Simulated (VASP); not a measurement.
Ag3Cl2, 5 atoms in the cell. Symmetry: P6/mmm, No. 191, hexagonal system. Conventional cell: a = 5.385 Å, b = 5.385 Å, c = 7.557 Å, α = 90.00°, β = 90.00°, γ = 120.00°. Within 3.6 Å of Ag (site symmetry mmm) lie 4 Ag at 2.69 Å and 4 Cl at 3.12 Å. Within 4.1 Å of Cl (site symmetry 6mm) lie 6 Ag at 3.12 Å and 1 Cl at 3.17 Å. 

```yaml
Program: VASP 6.6.1
Task: single point
Functional: PBE
Potentials_or_basis: VASP PAW PBE potentials, release 64 (Ag, Cl)
Cutoff: 520 eV
k_mesh: 6 × 6 × 4
Occupations: gaussian, width 0.1 eV
Spin: no spin polarisation
Dipole_correction: no
Further_INCAR_settings: ALGO = Normal; EDIFF = 1e-06; NBANDS = 32
```

Potentials or basis: VASP PAW PBE potentials, release 64 (Ag, Cl).

Launch:

```sh
$ cat potpaw_PBE.64/Ag/POTCAR potpaw_PBE.64/Cl/POTCAR > POTCAR
$ mpirun -np 1 vasp_std > vasp.out
```

Hardware: 1 thread of AMD EPYC 9R45 96-Core Processor (Zen 5), on a shared host.

**Question.** Estimate the wall time of this run.

**Answer.** It took 71 s on 1 thread of AMD EPYC 9R45 96-Core Processor (Zen 5) (shared host), peak memory 0.31 GiB. Counts: scf iterations 16, k points 21.
